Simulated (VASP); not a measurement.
Here is a VASP 6.6.1 calculation.

Contents of INCAR:

```
SYSTEM = Li3Au
PREC     = Accurate       ! precision mode
ENCUT    = 520            ! plane-wave cutoff, eV
EDIFF    = 1E-8           ! SCF threshold, eV
ISMEAR   = -1             ! smearing method
SIGMA    = 0.03           ! smearing width, eV
LREAL    = .False.        ! projectors in reciprocal space
LASPH    = .True.         ! aspherical terms in the spheres
NELM     = 60             ! most SCF steps
ALGO     = Normal         ! electronic algorithm
ISIF     = 2              ! what is computed and relaxed
LWAVE    = .False.        ! write WAVECAR
LCHARG   = .False.        ! write CHGCAR
LEFG     = .True.       
NBANDS   = 18             ! bands
```

Contents of KPOINTS:

```
regular mesh
0
Gamma
  11 11 11
  0 0 0
```

POSCAR

```
Li3Au
1.0
    0.0000000000      3.1067225856      3.1067225856
    3.1067225856      0.0000000000      3.1067225856
    3.1067225856      3.1067225856      0.0000000000
Li Au
3 1
Direct
    0.2500000000      0.2500000000      0.2500000000
    0.5000000000      0.5000000000      0.5000000000
    0.7500000000      0.7500000000      0.7500000000
    0.0000000000      0.0000000000      0.0000000000
```

Potentials or basis: VASP PAW LDA potentials, release 64 (Li_sv, Au).

The run is started by

```sh
$ cat potpaw_LDA.64/Li_sv/POTCAR potpaw_LDA.64/Au/POTCAR > POTCAR
$ mpirun -np 1 vasp_std > vasp.out
```

What does it give for the band gap on the k mesh?

Zero (band 10 reaches 7.83 eV, above the bottom of band 11 at 3.08 eV).

Caveat: without QUAD_EFG the Cq values of the log hold for a quadrupole moment of 1 mb, not for the nuclei; spin-orbit coupling is left out, which moves the levels of the heavy elements.
